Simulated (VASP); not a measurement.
# Y2Se (R-3m) in VASP: single point with PBE

Aim: the single point of Y2Se with PBE.

Everything below comes from runs of VASP 6.6.1. Logs are shortened: lines on timing, memory, paths and dates and some standing lists are left out, and cuts for length are marked.

### Step 1. The cell of the first run

The structure is trigonal, space group R-3m (No. 166). Conventional cell: a = 3.898 Å, b = 3.898 Å, c = 19.184 Å, α = 90.00°, β = 90.00°, γ = 120.00°. Y (site symmetry 3m) has 3 Se at 2.84 Å and 3 Y at 3.69 Å within 3.7 Å. Se (site symmetry -3m) has 6 Y at 2.84 Å within 3.7 Å.

### Step 2. Single point, PBE

The input, INCAR:

```
SYSTEM = Y2Se
PREC = Accurate
ENCUT = 520
EDIFF = 1E-7
ISMEAR = 0
SIGMA = 0.1
LREAL = .FALSE.
LASPH = .TRUE.
NELM = 60
ALGO = Normal
ISIF = 2
LWAVE = .FALSE.
LCHARG = .FALSE.
GGA = PE
NBANDS = 21
```

The input, KPOINTS:

```
regular mesh
0
G
  12 12 12
  0 0 0
```

The input, POSCAR:

```
Y2Se
1.0
    1.9489654722      1.1252357400      6.3946156354
   -1.9489654722      1.1252357400      6.3946156354
    0.0000000000     -2.2504714800      6.3946156354
Y Se
2 1
Direct
    0.7570535258      0.7570535258      0.7570535258
    0.2429464742      0.2429464742      0.2429464742
    0.0000000000      0.0000000000      0.0000000000
```

Potentials or basis: VASP PAW PBE potentials, release 64 (Y_sv, Se).

On the command line:

```sh
$ cat potpaw_PBE.64/Y_sv/POTCAR potpaw_PBE.64/Se/POTCAR > POTCAR
$ mpirun -np 1 vasp_std > vasp.out
```

OUTCAR:

```text
SYSTEM = Y2Se
   PREC = Accurate
   ENCUT = 520
   EDIFF = 1E-7
   ISMEAR = 0
   LREAL = .FALSE.
   LASPH = .TRUE.
   NELM = 60
   ISIF = 2
   GGA = PE

 ion  position               nearest neighbor table
   1  0.757  0.757  0.757-   3 2.84   3 2.84   3 2.84   2 3.69   2 3.69   2 3.69   2 4.13   2 4.13
                             2 4.13
   2  0.243  0.243  0.243-   3 2.84   3 2.84   3 2.84   1 3.69   1 3.69   1 3.69   1 4.13   1 4.13
                             1 4.13
   3  0.000  0.000  0.000-   1 2.84   2 2.84   1 2.84   1 2.84   2 2.84   2 2.84

  LATTYP: Found a trigonal (rhomboedric) cell.
 ALAT       =     6.7790656441
 COS(alpha) =     0.8346901973

  Lattice vectors:

 A1 = (   1.9489654722,   1.1252357400,   6.3946156354)
 A2 = (  -1.9489654722,   1.1252357400,   6.3946156354)
 A3 = (   0.0000000000,  -2.2504714800,   6.3946156354)

Analysis of symmetry for initial positions (statically):
=====================================================================
 Subroutine PRICEL returns:
 Original cell was already a primitive cell.

 Routine SETGRP: Setting up the symmetry group for a
 trigonal (rhombohedral) supercell.

 Subroutine GETGRP returns: Found 12 space group operations
 (whereof 12 operations were pure point group operations)
 out of a pool of 12 trial point group operations.

The static configuration has the point symmetry D_3d.

Analysis of symmetry for dynamics (positions and initial velocities):
=====================================================================
 Subroutine PRICEL returns:
 Original cell was already a primitive cell.

 Routine SETGRP: Setting up the symmetry group for a
 trigonal (rhombohedral) supercell.

 Subroutine GETGRP returns: Found 12 space group operations
 (whereof 12 operations were pure point group operations)
 out of a pool of 12 trial point group operations.

The dynamic configuration has the point symmetry D_3d.

 Subroutine INISYM returns: Found 12 space group operations
 (whereof 12 operations are pure point group operations),
 and found     1 'primitive' translations

----------------------------------------------------------------------------------------

                                     Primitive cell

  volume of cell :      84.1421

  direct lattice vectors                    reciprocal lattice vectors
     1.948965472  1.125235740  6.394615635     0.256546361  0.148117111  0.052127188
    -1.948965472  1.125235740  6.394615635    -0.256546361  0.148117111  0.052127188
     0.000000000 -2.250471480  6.394615635     0.000000000 -0.296234221  0.052127188

  length of vectors
     6.779065644  6.779065644  6.779065644     0.300785568  0.300785568  0.300785568

  position of ions in fractional coordinates (direct lattice)
     0.757053526  0.757053526  0.757053526
     0.242946474  0.242946474  0.242946474
     0.000000000  0.000000000  0.000000000

  ion indices of the primitive-cell ions
   primitive index   ion index
                 1           1
                 2           2
                 3           3

----------------------------------------------------------------------------------------

 KPOINTS: regular mesh

Automatic generation of k-mesh.
 Grid dimensions read from file:
 generate k-points for:   12   12   12

 Generating k-lattice:

  Cartesian coordinates                     Fractional coordinates (reciprocal lattice)
     0.021378863  0.012343093  0.004343932     0.083333333  0.000000000  0.000000000
    -0.021378863  0.012343093  0.004343932     0.000000000  0.083333333  0.000000000
     0.000000000 -0.024686185  0.004343932     0.000000000  0.000000000  0.083333333

  Length of vectors
     0.025065464  0.025065464  0.025065464

  Shift w.r.t. Gamma in fractional coordinates (k-lattice)
     0.000000000  0.000000000  0.000000000

 Subroutine IBZKPT returns following result:
 ===========================================

 Found    189 irreducible k-points:

 Following reciprocal coordinates:
            Coordinates               Weight
  0.000000  0.000000  0.000000      1.000000
  0.083333 -0.000000 -0.000000      6.000000
  0.166667  0.000000 -0.000000      6.000000
  0.250000 -0.000000 -0.000000      6.000000
  0.333333  0.000000 -0.000000      6.000000
  0.416667 -0.000000 -0.000000      6.000000
[... 16 lines left out ...]
  0.500000  0.166667 -0.000000     12.000000
 -0.416667  0.166667  0.000000     12.000000
 [... further k-points ...]
   k-points           NKPTS =    189   k-points in BZ     NKDIM =    189   number of bands    NBANDS=     21
   number of dos      NEDOS =    301   number of ions     NIONS =      3
   total plane-waves  NPLWV = 125000
   dimension x,y,z NGX =    50 NGY =   50 NGZ =   50
   dimension x,y,z NGXF=   100 NGYF=  100 NGZF=  100
   ions per type =               2   1
   NGX,Y,Z   is equivalent  to a cutoff of  12.26, 12.26, 12.26 a.u.
   NGXF,Y,Z  is equivalent  to a cutoff of  24.52, 24.52, 24.52 a.u.
 SYSTEM =  Y2Se
   PREC   = accura    normal or accurate (medium, high low for compatibility)
   ISTART =      0    job   : 0-new  1-cont  2-samecut
   ICHARG =      2    charge: 1-file 2-atom 10-const
   ISPIN  =      1    spin polarized calculation?
   LNONCOLLINEAR =      F non collinear calculations
   LSORBIT =      F    spin-orbit coupling
   LASPH  =      T    aspherical Exc in radial PAW
   ENCUT  =  520.0 eV  38.22 Ry    6.18 a.u.  12.60 12.60 12.60*2*pi/ulx,y,z
   NELM   =     60;   NELMIN=  2; NELMDL= -5     # of ELM steps
   EDIFF  = 0.1E-06   stopping-criterion for ELM
   LREAL  =      F    real-space projection
   EDIFFG = 0.1E-05   stopping-criterion for IOM
   NSW    =      0    number of steps for IOM
   IBRION =     -1    ionic relax: 0-MD 1-quasi-New 2-CG
   NFREE  =      0    steps in history (QN), initial steepest desc. (CG)
   ISIF   =      2    stress and relaxation
   ISYM   =      2    0-nonsym 1-usesym 2-fastsym
   POTIM  = 0.5000    time-step for ionic-motion
   TEBEG  =    0.0;   TEEND  =   0.0 temperature during run
   PSTRESS=    0.0 pullay stress
   NELECT =      28.0000    total number of electrons
   NUPDOWN=      -1.0000    fix difference up-down
   EMIN   =  10.00;   EMAX   =-10.00  energy-range for DOS
   EFERMI =   0.00;   METHOD = LEGACY
   ISMEAR =     0;   SIGMA  =   0.10  broadening in eV -4-tet -1-fermi 0-gaus
   EFERMI_NEDOS =   21; number of points for ismear=-14 and -15
   IALGO  =     38    algorithm
   IMIX   =      4    mixing-type and parameters
     AMIX     =   0.40;   BMIX     =  1.00
     AMIX_MAG =   1.60;   BMIX_MAG =  1.00
  volume/ion in A,a.u.               =      28.05       189.27
  Fermi-wavevector in a.u.,A,eV,Ry     =   1.134461  2.143821 17.510734  1.287003
  Thomas-Fermi vector in A             =   2.271165
   LORBIT       =      0    0 simple, 1 ext, 2 COOP (PROOUT), +10 PAW based schemes
   GGA     = PE    functional components
   LHFCALC =     F    Hartree Fock is set to
   AEXX    =    0.0000 exact exchange contribution
   IVDW    =     0    specifies the selected vdW correction
   LEPSILON=     F    determine dielectric tensor
   LRPA    =     F    only Hartree local field effects (RPA)
 non-spin polarized calculation
 Gauss-broadening in eV      SIGMA  =   0.10
  energy-cutoff  :      520.00
  volume of cell :       84.14
 maximum number of plane-waves:      2297
   NGX = 25   NGY = 25   NGZ = 25

 number of electron      28.0000000 magnetization

 Free energy of the ion-electron system (eV)
  ---------------------------------------------------
  ext. energy  EPLUGINS =         0.00000000
  ---------------------------------------------------
  free energy    TOTEN  =       -19.76705673 eV

  energy without entropy =      -19.75364947  energy(sigma->0) =      -19.76035310

 E-fermi :   4.2603     XC(G=0):  -9.6702

 val. band max:        4.2475307312   @ k =   0.4167   0.2500   0.1667
 cond. band min:       4.2670702157   @ k =  -0.0833   0.1667   0.0833
 fundamental gap:      0.0195394845
 Fermi energy:         4.2603339934

 k-point     1 :       0.0000    0.0000    0.0000
  band No.  band energies     occupation
      1     -38.9307      2.00000
      2     -38.9028      2.00000
      3     -19.1566      2.00000
      4     -18.8331      2.00000
      5     -18.8331      2.00000
      6     -18.8226      2.00000
[... 13 lines left out ...]
     20       6.8900      0.00000
     21       6.8900      0.00000

 k-point     2 :       0.0833   -0.0000   -0.0000
  band No.  band energies     occupation
      1     -38.9292      2.00000
      2     -38.9022      2.00000
      3     -19.1471      2.00000
      4     -18.8538      2.00000
      5     -18.8362      2.00000
      6     -18.8186      2.00000
[... 13 lines left out ...]
     20       6.8551      0.00000
     21       6.9892      0.00000

 k-point     3 :       0.1667    0.0000   -0.0000
  band No.  band energies     occupation
      1     -38.9250      2.00000
      2     -38.9007      2.00000
      3     -19.1201      2.00000
      4     -18.8957      2.00000
      5     -18.8600      2.00000
      6     -18.8446      2.00000
[... 13 lines left out ...]
     20       7.0437      0.00000
     21       7.1430      0.00000
[... 457 lines left out ...]
 k-point    23 :       0.5000    0.1667   -0.0000
  band No.  band energies     occupation
      1     -38.9042      2.00000
      2     -38.8979      2.00000
      3     -19.0464      2.00000
      4     -19.0223      2.00000
      5     -18.9608      2.00000
      6     -18.9206      2.00000
[... 13 lines left out ...]
     20       7.9360      0.00000
     21       8.2500      0.00000

 k-point    24 :      -0.4167    0.1667    0.0000
  band No.  band energies     occupation
      1     -38.9020      2.00000
      2     -38.8982      2.00000
      3     -19.0501      2.00000
      4     -19.0263      2.00000
      5     -18.9516      2.00000
      6     -18.9380      2.00000
[... 13 lines left out ...]
     20       7.8663      0.00000
     21       8.2982      0.00000

 [... further k-points ...]

------------------------ aborting loop because EDIFF is reached ----------------------------------------

  FORCE on cell =-STRESS in cart. coord.  units (eV):
  Direction    XX          YY          ZZ          XY          YZ          ZX
  --------------------------------------------------------------------------------------
  -------------------------------------------------------------------------------------
  Total       -0.0074064     -0.0074064     -0.0073534      0.0000000      0.0000000      0.0000000
  in kB       -0.1410273     -0.1410273     -0.1400179      0.0000000      0.0000000      0.0000000
  external PRESSURE =      -0.1406908 kB  Pullay stress =       0.0000000 kB

 VOLUME and BASIS-vectors are now :
 -----------------------------------------------------------------------------
  energy-cutoff  :      520.00
  volume of cell :       84.14
      direct lattice vectors                 reciprocal lattice vectors
     1.948965472  1.125235740  6.394615635     0.256546361  0.148117111  0.052127188
    -1.948965472  1.125235740  6.394615635    -0.256546361  0.148117111  0.052127188
     0.000000000 -2.250471480  6.394615635     0.000000000 -0.296234221  0.052127188

 POSITION                                       TOTAL-FORCE (eV/Angst)
 -----------------------------------------------------------------------------------
      0.00000      0.00000     14.52320         0.000000     -0.000000      0.003583
      0.00000      0.00000      4.66065         0.000000      0.000000     -0.003583
      0.00000      0.00000      0.00000         0.000000      0.000000      0.000000
 -----------------------------------------------------------------------------------
    total drift:                                0.000000     -0.000000      0.000000

  FREE ENERGIE OF THE ION-ELECTRON SYSTEM (eV)
  ---------------------------------------------------
  free  energy   TOTEN  =       -19.7670567306 eV

  energy  without entropy=      -19.7536494678  energy(sigma->0) =      -19.76035310
```

Wall time 23 min (1 thread of AMD EPYC 7R43 (Zen 3), shared host); peak memory 0.55 GiB.

What came out:

| Quantity | Value |
| --- | --- |
| Free energy | -19.7671 eV |
| Pressure | 0.0 GPa |
| Largest force | 0.004 eV/Å |
| Band gap on the k mesh | zero (bands 14 and 15 overlap by 0.88 eV) |

Forces on the atoms (eV/Å):
```
Y    0.000  0.000  0.004
Y    0.000  0.000 -0.004
Se   0.000  0.000  0.000
```
